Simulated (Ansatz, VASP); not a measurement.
**Two plane-wave programs on GaO**

```
Ga O
1.0
     3.10466    0.00000    0.00000
    -1.55233    2.68872    0.00000
     0.00000    0.00000   13.91460
Ga O
4 4
Direct
  0.33333 0.66667 0.15997
  0.66667 0.33333 0.65997
  0.33333 0.66667 0.34003
  0.66667 0.33333 0.84003
  0.33333 0.66667 0.60767
  0.66667 0.33333 0.10767
  0.33333 0.66667 0.89233
  0.66667 0.33333 0.39233
```

Alike in both runs: task electric field gradients; functional PBE; k mesh 12 × 12 × 2; no spin polarisation.

|  | VASP | Ansatz |
| --- | --- | --- |
| version | VASP 6.6.1 | Ansatz 0.2.0 |
| potentials or method | VASP PAW PBE potentials, release 64 (Ga_d, O), cutoff 520 eV | scalar-relativistic, plane waves, PAW |
| occupations | gaussian, width 0.01 eV | fixed |
| valence electrons in the cell | 76 | 76 |

|  | VASP | Ansatz | Ansatz less VASP |
| --- | --- | --- | --- |
| gap on the k mesh at the Fermi level (eV) | 1.19 | 1.21 | +0.020 |
| least direct gap on the mesh (eV) | 1.36 | 1.37 | +0.016 |
| pressure (GPa) | 0.4 | 0.0 | -0.44 |
| traceless stress, the component that is largest in VASP (GPa) | -0.34 | 0.00 | +0.340 |
| rms of the force components (eV/Å) | 0.026 | 0.000 | -0.0265 |
| size of Vzz on the site where it differs most (V/Å²) | 47.2 | 51.6 | +4.43 |

Atom by atom the forces differ by 0.026 eV/Å (rms over components).
